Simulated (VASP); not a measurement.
# WC (P1) in VASP: a series of runs

Runs on WC. Level: PBEsol. Tasks: single point.

All numbers are computed with VASP 6.6.1; they aren't measurements. Logs are shortened: lines on timing, memory, paths and dates and some standing lists are left out, and cuts for length are marked.

## (1) The cell of the first run

The typed cell holds 16 atoms: a = 5.849 Å, b = 5.066 Å, c = 5.745 Å, α = 90.00°, β = 90.00°, γ = 90.00°.

## (2) Single point, PBEsol

Input file INCAR:

```
SYSTEM = WC
ALGO = Normal ; EDIFF = 1E-6
ENCUT = 520 ; GGA = PS
ISIF = 2 ; ISMEAR = -1
LASPH = .True. ; LCHARG = .False.
LREAL = Auto ; LWAVE = .False.
NBANDS = 86 ; NELM = 60
PREC = Accurate ; SIGMA = 0.36
```

Input file KPOINTS:

```
k-points
0
Gamma
  2 2 2
  0 0 0
```

Input file POSCAR:

```
WC
1.0
   -2.9246450000     -5.0656330000      0.0000000000
    4.3869670000     -2.5328160000      0.0000000000
    0.0000000000      0.0000000000      5.7449200000
W C
8 8
Direct
    0.7954812070      0.4965161887     -0.0277462523
    0.7713100425      0.4776211125      0.4656113575
    0.4808202206     -0.0072878474      0.0324982767
    0.5433569516      0.0141159465      0.4964037793
    0.3042926460      0.5024309428     -0.0142386665
    0.2737122890      0.4650847106      0.4949068046
    0.0262236824     -0.0195590800      0.0141168197
    0.0042154683      0.0115863074      0.5171699519
    0.5028369056      0.6269751839      0.2352513177
    0.5442962941      0.6520389680      0.7534308572
    0.2310241132      0.1350736209      0.2937203651
    0.2875300335      0.1845291462      0.7125251527
    0.0369170568      0.6168200685      0.2141370115
    0.0549540348      0.6196356260      0.7612290511
    0.7858799066      0.1240993468      0.2508302988
    0.7961174282      0.1720461667      0.7608286974
```

Potentials or basis: VASP PAW PBE potentials, release 64 (W_sv, C).

Run with:

```
> cat potpaw_PBE.64/W_sv/POTCAR potpaw_PBE.64/C/POTCAR > POTCAR
> mpirun -np 1 vasp_std > vasp.out
```

OUTCAR:

```text
SYSTEM = WC
   EDIFF = 1E-6
   ENCUT = 520
   GGA = PS
   ISIF = 2
   ISMEAR = -1
   LASPH = .True.
   LREAL = Auto
   NELM = 60
   PREC = Accurate

 ion  position               nearest neighbor table
   1  0.795  0.497  0.972-  14 2.04  16 2.04  13 2.07  10 2.09   9 2.38  15 2.47   7 2.81   2 2.84
                             5 2.87   2 2.92   7 2.95   5 2.98   3 3.13   3 3.17
   2  0.771  0.478  0.466-  15 2.18   9 2.19  13 2.24  10 2.30  16 2.30  14 2.48   4 2.71   8 2.74
                             1 2.84   1 2.92   6 2.92   6 2.94   4 3.03   8 3.04
   3  0.481  0.993  0.032-   9 2.19  11 2.22  15 2.28  12 2.37  10 2.38  16 2.58   7 2.66   4 2.69
                             5 2.70   5 2.79   4 3.10   1 3.13   1 3.17   7 3.19
   4  0.543  0.014  0.496-  15 2.08  12 2.13  11 2.25  16 2.27  10 2.35   9 2.48   3 2.69   8 2.70
                             2 2.71   6 2.78   2 3.03   3 3.10   8 3.16   6 3.20
   5  0.304  0.502  0.986-   9 1.95  14 2.04  10 2.08  13 2.12  12 2.25  11 2.60   3 2.70   3 2.79
                             6 2.83   1 2.87   7 2.92   6 2.94   1 2.98   7 3.11
   6  0.274  0.465  0.495-  12 1.89  11 2.05  14 2.14   9 2.17  13 2.26  10 2.37   4 2.78   8 2.79
                             5 2.83   2 2.92   5 2.94   2 2.94   8 3.19   4 3.20
   7  0.026  0.980  0.014-  15 2.09  11 2.15  13 2.17  16 2.21  14 2.34  12 2.53   3 2.66   1 2.81
                             8 2.86   8 2.90   5 2.92   1 2.95   5 3.11   3 3.19
   8  0.004  0.012  0.517-  11 1.95  16 2.03  15 2.07  12 2.18  14 2.45  13 2.66   4 2.70   2 2.74
                             6 2.79   7 2.86   7 2.90   2 3.04   4 3.16   6 3.19
   9  0.503  0.627  0.235-   5 1.95   6 2.17   2 2.19   3 2.19   1 2.38   4 2.48
  10  0.544  0.652  0.753-   5 2.08   1 2.09   2 2.30   4 2.35   6 2.37   3 2.38
  11  0.231  0.135  0.294-   8 1.95   6 2.05   7 2.15   3 2.22   4 2.25   5 2.60
  12  0.288  0.185  0.713-   6 1.89   4 2.13   8 2.18   5 2.25   3 2.37   7 2.53
  13  0.037  0.617  0.214-   1 2.07   5 2.12   7 2.17   2 2.24   6 2.26   8 2.66
  14  0.055  0.620  0.761-   5 2.04   1 2.04   6 2.14   7 2.34   8 2.45   2 2.48
  15  0.786  0.124  0.251-   8 2.07   4 2.08   7 2.09   2 2.18   3 2.28   1 2.47
  16  0.796  0.172  0.761-   8 2.03   1 2.04   7 2.21   4 2.27   2 2.30   3 2.58

  LATTYP: Found a simple orthorhombic cell.
 ALAT       =     5.0656328676
 B/A-ratio  =     1.1340971899
 C/A-ratio  =     1.1547006104

  Lattice vectors:

 A1 = (   4.3869670000,  -2.5328160000,   0.0000000000)
 A2 = (   0.0000000000,   0.0000000000,   5.7449200000)
 A3 = (  -2.9246450000,  -5.0656330000,   0.0000000000)

Analysis of symmetry for initial positions (statically):
=====================================================================
 Subroutine PRICEL returns:
 Original cell was already a primitive cell.

 Routine SETGRP: Setting up the symmetry group for a
 simple orthorhombic supercell.

 Subroutine GETGRP returns: Found  1 space group operations
 (whereof  1 operations were pure point group operations)
 out of a pool of  8 trial point group operations.

The static configuration has the point symmetry C_1 .

Analysis of symmetry for dynamics (positions and initial velocities):
=====================================================================
 Subroutine PRICEL returns:
 Original cell was already a primitive cell.

 Routine SETGRP: Setting up the symmetry group for a
 simple orthorhombic supercell.

 Subroutine GETGRP returns: Found  1 space group operations
 (whereof  1 operations were pure point group operations)
 out of a pool of  8 trial point group operations.

The dynamic configuration has the point symmetry C_1 .

 Subroutine INISYM returns: Found  1 space group operations
 (whereof  1 operations are pure point group operations),
 and found     1 'primitive' translations

----------------------------------------------------------------------------------------

                                     Primitive cell

  volume of cell :     170.2240

  direct lattice vectors                    reciprocal lattice vectors
    -2.924645000 -5.065633000  0.000000000    -0.085480455 -0.148056524  0.000000000
     4.386967000 -2.532816000  0.000000000     0.170960943 -0.098704361  0.000000000
     0.000000000  0.000000000  5.744920000     0.000000000  0.000000000  0.174066828

  length of vectors
     5.849289364  5.065632868  5.744920000     0.170960939  0.197408700  0.174066828

  position of ions in fractional coordinates (direct lattice)
     0.795481207  0.496516189  0.972253748
     0.771310042  0.477621113  0.465611358
     0.480820221  0.992712153  0.032498277
     0.543356952  0.014115946  0.496403779
     0.304292646  0.502430943  0.985761334
     0.273712289  0.465084711  0.494906805
[... 8 lines left out ...]
     0.785879907  0.124099347  0.250830299
     0.796117428  0.172046167  0.760828697

  ion indices of the primitive-cell ions
   primitive index   ion index
                 1           1
                 2           2
                 3           3
                 4           4
                 5           5
                 6           6
[... 8 lines left out ...]
                15          15
                16          16

----------------------------------------------------------------------------------------

 KPOINTS: k-points

Automatic generation of k-mesh.
 Grid dimensions read from file:
 generate k-points for:    2    2    2

 Generating k-lattice:

  Cartesian coordinates                     Fractional coordinates (reciprocal lattice)
    -0.042740227 -0.074028262  0.000000000     0.500000000  0.000000000  0.000000000
     0.085480472 -0.049352180  0.000000000     0.000000000  0.500000000  0.000000000
     0.000000000  0.000000000  0.087033414     0.000000000  0.000000000  0.500000000

  Length of vectors
     0.085480469  0.098704350  0.087033414

  Shift w.r.t. Gamma in fractional coordinates (k-lattice)
     0.000000000  0.000000000  0.000000000

 Subroutine IBZKPT returns following result:
 ===========================================

 Found      8 irreducible k-points:

 Following reciprocal coordinates:
            Coordinates               Weight
  0.000000  0.000000  0.000000      1.000000
  0.500000  0.000000  0.000000      1.000000
  0.000000  0.500000  0.000000      1.000000
  0.500000  0.500000  0.000000      1.000000
  0.000000  0.000000  0.500000      1.000000
  0.500000  0.000000  0.500000      1.000000
  0.000000  0.500000  0.500000      1.000000
  0.500000  0.500000  0.500000      1.000000
   k-points           NKPTS =      8   k-points in BZ     NKDIM =      8   number of bands    NBANDS=     86
   number of dos      NEDOS =    301   number of ions     NIONS =     16
   total plane-waves  NPLWV =  92160
   dimension x,y,z NGX =    48 NGY =   40 NGZ =   48
   dimension x,y,z NGXF=    96 NGYF=   80 NGZF=   96
   ions per type =               8   8
   NGX,Y,Z   is equivalent  to a cutoff of  13.64, 13.13, 13.89 a.u.
   NGXF,Y,Z  is equivalent  to a cutoff of  27.28, 26.25, 27.78 a.u.
 SYSTEM =  WC
   PREC   = accura    normal or accurate (medium, high low for compatibility)
   ISTART =      0    job   : 0-new  1-cont  2-samecut
   ICHARG =      2    charge: 1-file 2-atom 10-const
   ISPIN  =      1    spin polarized calculation?
   LNONCOLLINEAR =      F non collinear calculations
   LSORBIT =      F    spin-orbit coupling
   LASPH  =      T    aspherical Exc in radial PAW
   ENCUT  =  520.0 eV  38.22 Ry    6.18 a.u.  10.88  9.42 10.68*2*pi/ulx,y,z
   NELM   =     60;   NELMIN=  2; NELMDL= -5     # of ELM steps
   EDIFF  = 0.1E-05   stopping-criterion for ELM
   LREAL  =      T    real-space projection
   EDIFFG = 0.1E-04   stopping-criterion for IOM
   NSW    =      0    number of steps for IOM
   IBRION =     -1    ionic relax: 0-MD 1-quasi-New 2-CG
   NFREE  =      0    steps in history (QN), initial steepest desc. (CG)
   ISIF   =      2    stress and relaxation
   ISYM   =      2    0-nonsym 1-usesym 2-fastsym
   POTIM  = 0.5000    time-step for ionic-motion
   TEBEG  =    0.0;   TEEND  =   0.0 temperature during run
   PSTRESS=    0.0 pullay stress
   NELECT =     144.0000    total number of electrons
   NUPDOWN=      -1.0000    fix difference up-down
   EMIN   =  10.00;   EMAX   =-10.00  energy-range for DOS
   EFERMI =   0.00;   METHOD = LEGACY
   ISMEAR =    -1;   SIGMA  =   0.36  broadening in eV -4-tet -1-fermi 0-gaus
   EFERMI_NEDOS =   21; number of points for ismear=-14 and -15
   IALGO  =     38    algorithm
   IMIX   =      4    mixing-type and parameters
     AMIX     =   0.40;   BMIX     =  1.00
     AMIX_MAG =   1.60;   BMIX_MAG =  1.00
  volume/ion in A,a.u.               =      10.64        71.80
  Fermi-wavevector in a.u.,A,eV,Ry     =   1.548301  2.925865 32.616376  2.397236
  Thomas-Fermi vector in A             =   2.653271
   LORBIT       =      0    0 simple, 1 ext, 2 COOP (PROOUT), +10 PAW based schemes
   GGA     = PS    functional components
   LHFCALC =     F    Hartree Fock is set to
   AEXX    =    0.0000 exact exchange contribution
   IVDW    =     0    specifies the selected vdW correction
   LEPSILON=     F    determine dielectric tensor
   LRPA    =     F    only Hartree local field effects (RPA)
 non-spin polarized calculation
  energy-cutoff  :      520.00
  volume of cell :      170.22
 maximum number of plane-waves:      4612
 NGX is ok and might be reduce to    48
   NGX = 21   NGY = 19   NGZ = 21

 number of electron     144.0000004 magnetization

 Free energy of the ion-electron system (eV)
  ---------------------------------------------------
  ext. energy  EPLUGINS =         0.00000000
  ---------------------------------------------------
  free energy    TOTEN  =      -184.14354238 eV

  energy without entropy =     -181.94429306  energy(sigma->0) =     -183.04391772

 E-fermi :  10.9670     XC(G=0): -13.7368

 val. band max:       10.9606801401   @ k =   0.5000   0.0000   0.5000
 cond. band min:      11.0205263279   @ k =   0.0000   0.0000   0.5000
 fundamental gap:      0.0598461877
 Fermi energy:        10.9670319462

 k-point     1 :       0.0000    0.0000    0.0000
  band No.  band energies     occupation
      1     -63.4153      2.00000
      2     -63.3851      2.00000
      3     -63.2236      2.00000
      4     -63.1818      2.00000
      5     -63.0854      2.00000
      6     -63.0458      2.00000
[... 685 lines left out ...]
     83      14.4610      0.00012
     84      14.5246      0.00010
 [bands above 84 left out]

------------------------ aborting loop because EDIFF is reached ----------------------------------------

  FORCE on cell =-STRESS in cart. coord.  units (eV):
  Direction    XX          YY          ZZ          XY          YZ          ZX
  --------------------------------------------------------------------------------------
  -------------------------------------------------------------------------------------
  Total        8.1617118     13.6723883      6.4867770     -1.5474412      1.2481433     -0.2767238
  in kB       76.8194215    128.6868479     61.0546506    -14.5647805     11.7477371     -2.6045715
  external PRESSURE =      88.8536400 kB  Pullay stress =       0.0000000 kB

 VOLUME and BASIS-vectors are now :
 -----------------------------------------------------------------------------
  energy-cutoff  :      520.00
  volume of cell :      170.22
      direct lattice vectors                 reciprocal lattice vectors
    -2.924645000 -5.065633000  0.000000000    -0.085480455 -0.148056524  0.000000000
     4.386967000 -2.532816000  0.000000000     0.170960943 -0.098704361  0.000000000
     0.000000000  0.000000000  5.744920000     0.000000000  0.000000000  0.174066828

 POSITION                                       TOTAL-FORCE (eV/Angst)
 -----------------------------------------------------------------------------------
     -0.14830     -5.28720      5.58552        -0.535429      2.690747      2.658713
     -0.16050     -5.11690      2.67490         1.320624     -1.993529      2.825571
      2.94877     -4.95002      0.18670        -1.692270     -3.903173     -3.721945
     -1.52720     -2.78820      2.85180        -2.042761      4.864002      1.847904
      1.31420     -2.81400      5.66312        -1.404256      4.763525     -0.140257
      1.23980     -2.56450      2.84320         5.176935     -3.144859     -1.674902
[... 8 lines left out ...]
     -1.75400     -4.29530      1.44100         2.234270      0.512285     -1.122949
     -1.57360     -4.46860      4.37090         0.425200      1.506481     -0.379957
 -----------------------------------------------------------------------------------
    total drift:                                0.008577     -0.007301     -0.004245

  FREE ENERGIE OF THE ION-ELECTRON SYSTEM (eV)
  ---------------------------------------------------
  free  energy   TOTEN  =      -184.1435423778 eV

  energy  without entropy=     -181.9442930621  energy(sigma->0) =     -183.04391772
```

Run time: 5.3 min. Hardware: 1 thread of Intel Xeon 6975P-C (Granite Rapids), shared host; peak memory 0.32 GiB.

What came out:

| Property | Result |
| --- | --- |
| Free energy | -184.1435 eV |
| Pressure | 8.9 GPa |
| Largest force | 6.285 eV/Å |
| Band gap on the k mesh | zero (bands 72 and 73 overlap by 0.38 eV) |

Forces on the atoms (eV/Å):
```
W   -0.535  2.691  2.659
W    1.321 -1.994  2.826
W   -1.692 -3.903 -3.722
W   -2.043  4.864  1.848
W   -1.404  4.764 -0.140
W    5.177 -3.145 -1.675
W    0.199  0.224 -1.734
W   -5.481  0.652  0.122
C    0.120 -3.854  2.238
C    1.671 -0.606 -1.761
C   -1.868 -3.355 -3.595
C   -3.321  1.715  4.835
C    1.535  0.130  2.142
C    3.661 -0.201 -2.538
C    2.234  0.512 -1.123
C    0.425  1.506 -0.380
```

Caveat: the k points lie up to 0.62 Å⁻¹ apart; the atoms stand as in a frame of molecular dynamics; so wide a smearing shifts energies and pressures; the PAW data sets were made with another functional, which shifts forces and pressure a little; spin-orbit coupling is left out, which moves the levels of the heavy elements.

## (3) Single point, PBEsol

This run uses another cell than the first one, of 11.51 Å³/atom.

Input file INCAR:

```
SYSTEM = WC
PREC = Accurate
ENCUT = 520
EDIFF = 1E-6
ISMEAR = -1
SIGMA = 0.36
LREAL = Auto
LASPH = .True.
NELM = 60
ALGO = Normal
ISIF = 2
LWAVE = .False.
LCHARG = .True.
GGA = PS
LELF = .True.
LVHAR = .True.
NBANDS = 86
```

Input file KPOINTS:

```
regular mesh
0
Gamma
  2 2 2
  0 0 0
```

Input file POSCAR:

```
WC
1.0
   -3.0025190000     -5.2005160000      0.0000000000
    4.5037790000     -2.6002580000      0.0000000000
    0.0000000000      0.0000000000      5.8978910000
W C
8 8
Direct
    0.7867033430      0.5313075386     -0.0061377872
    0.7936240830      0.4918916732      0.4822740875
    0.5240107442     -0.0053172645      0.0336221880
    0.5035893413     -0.0236608933      0.5240347779
    0.3236469055      0.5048995483     -0.0073416074
    0.2862123936      0.4392440548      0.4735591078
    0.0302678349      0.0017273826     -0.0200749726
    0.0169934188     -0.0016823510      0.5360729793
    0.5470999913      0.6570877742      0.2245378899
    0.5341583944      0.6498588692      0.7601869889
    0.2545148548      0.1917469057      0.2509710675
    0.2633570974      0.1832538161      0.7081514392
    0.0428277812      0.7024969979      0.2492077253
    0.0524234594      0.6078900481      0.7715808922
    0.8184851948      0.2111154541      0.2260129935
    0.7624052449      0.1347171417      0.7390777483
```

Potentials or basis: VASP PAW PBE potentials, release 64 (W_sv, C).

Run with:

```
> cat potpaw_PBE.64/W_sv/POTCAR potpaw_PBE.64/C/POTCAR > POTCAR
> mpirun -np 1 vasp_std > vasp.out
```

It took 5.7 min on 1 thread of Intel Xeon 6975P-C (Granite Rapids), shared host; peak memory 0.33 GiB.

It converged, with:

```
Free energy            : -182.4988 eV
Pressure               : -15.9 GPa
Largest force          : 9.425 eV/Å
Band gap on the k mesh : zero (bands 72 and 73 overlap by 0.22 eV)
```

Forces on the atoms (eV/Å):
```
W   -3.622  0.202  0.175
W    0.267  0.064  1.545
W    0.533 -1.910 -2.706
W   -1.412 -1.801 -1.570
W    1.327  4.793  0.164
W    7.804 -4.544  2.697
W    0.417 -0.451  3.556
W   -0.754  0.802 -5.635
C    1.252 -0.353  3.051
C    0.441 -1.350 -1.530
C   -4.482  1.304 -3.633
C   -3.258  0.807  4.736
C   -0.836  1.124  0.195
C    2.513 -0.532 -1.831
C   -0.970  2.012  0.082
C    0.778 -0.165  0.703
```

Stress tensor (GPa, compression positive):
```
-15.45  -1.94   0.75
 -1.94 -13.69   0.73
  0.75   0.73 -18.43
```

Levels at points of the mesh, in eV from the Fermi level:
| k point | band 69 | band 70 | band 71 | band 72 | band 73 | band 74 | band 75 | band 76 |
| --- | --- | --- | --- | --- | --- | --- | --- | --- |
| (0.00, 0.00, 0.00) | -0.87 | -0.58 | -0.23 | 0.02 | 0.12 | 0.30 | 0.81 | 1.34 |
| (0.50, 0.00, 0.00) | -0.81 | -0.68 | -0.50 | 0.05 | 0.35 | 0.50 | 0.61 | 0.84 |
| (0.00, 0.50, 0.00) | -0.91 | -0.80 | -0.31 | -0.10 | 0.86 | 0.99 | 1.19 | 1.43 |
| (0.50, 0.50, 0.00) | -1.44 | -1.34 | -1.15 | -0.91 | 0.96 | 1.00 | 1.23 | 1.30 |
| (0.00, 0.00, 0.50) | -1.12 | -0.75 | -0.24 | -0.09 | 0.18 | 0.42 | 0.68 | 1.08 |
| (0.50, 0.00, 0.50) | -1.18 | -0.97 | -0.59 | -0.35 | -0.17 | 0.12 | 0.37 | 0.51 |
| (0.00, 0.50, 0.50) | -1.25 | -1.10 | -1.03 | -0.57 | 0.39 | 0.56 | 0.91 | 1.11 |
| (0.50, 0.50, 0.50) | -1.48 | -1.28 | -1.17 | -0.78 | 0.53 | 0.55 | 0.90 | 0.99 |

Caveat: the k points lie up to 0.60 Å⁻¹ apart; the atoms stand as in a frame of molecular dynamics; so wide a smearing shifts energies and pressures; the PAW data sets were made with another functional, which shifts forces and pressure a little; spin-orbit coupling is left out, which moves the levels of the heavy elements.

The gap in the log of VASP goes by the Fermi energy; the results here count the filled bands.